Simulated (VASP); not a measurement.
Set up this calculation in VASP 6.6.1, as the native input.

| Item | Value |
| --- | --- |
| Task | single point |
| Functional | LDA |
| Potentials or basis | VASP PAW LDA potentials, release 64 (Ca_sv, O) |
| Cutoff | 600 eV |
| k mesh | 8 × 8 × 8 |
| Occupations | gaussian, width 0.1 eV |
| Spin | no spin polarisation |
| Dipole correction | no |
| Further INCAR settings | ALGO = Normal; EDIFF = 1e-06; NBANDS = 15 |

The structure of CaO (lda) lies in POSCAR:

```
CaO
1.0
    0.0000000000      2.3540036583      2.3540036583
    2.3540036583      0.0000000000      2.3540036583
    2.3540036583      2.3540036583      0.0000000000
Ca O
1 1
Direct
    0.0000000000      0.0000000000      0.0000000000
    0.5000000000      0.5000000000      0.5000000000
```

The input as run:

INCAR

```
SYSTEM = CaO
PREC = Accurate
ENCUT = 600
EDIFF = 1E-6
ISMEAR = 0
SIGMA = 0.1
LREAL = .FALSE.
LASPH = .TRUE.
NELM = 120
ALGO = Normal
ISIF = 2
LWAVE = .FALSE.
LCHARG = .TRUE.
LELF = .TRUE.
LVHAR = .TRUE.
NBANDS = 15
GGA_COMPAT = .FALSE.
```

KPOINTS

```
regular mesh
0
G
  8 8 8
  0 0 0
```

Potentials or basis: VASP PAW LDA potentials, release 64 (Ca_sv, O).

Run with:

```sh
$ cat potpaw_LDA.64/Ca_sv/POTCAR potpaw_LDA.64/O/POTCAR > POTCAR
$ mpirun -np 1 vasp_std > vasp.out
```

It gave:

```yaml
Pressure: 0.8 GPa
Band_gap_on_the_k_mesh: 3.42 eV, indirect (least direct gap 3.78 eV)
```

Run time: 23 s on 1 thread of Intel Xeon 8259CL, with other jobs on the host, peak memory 0.15 GiB.
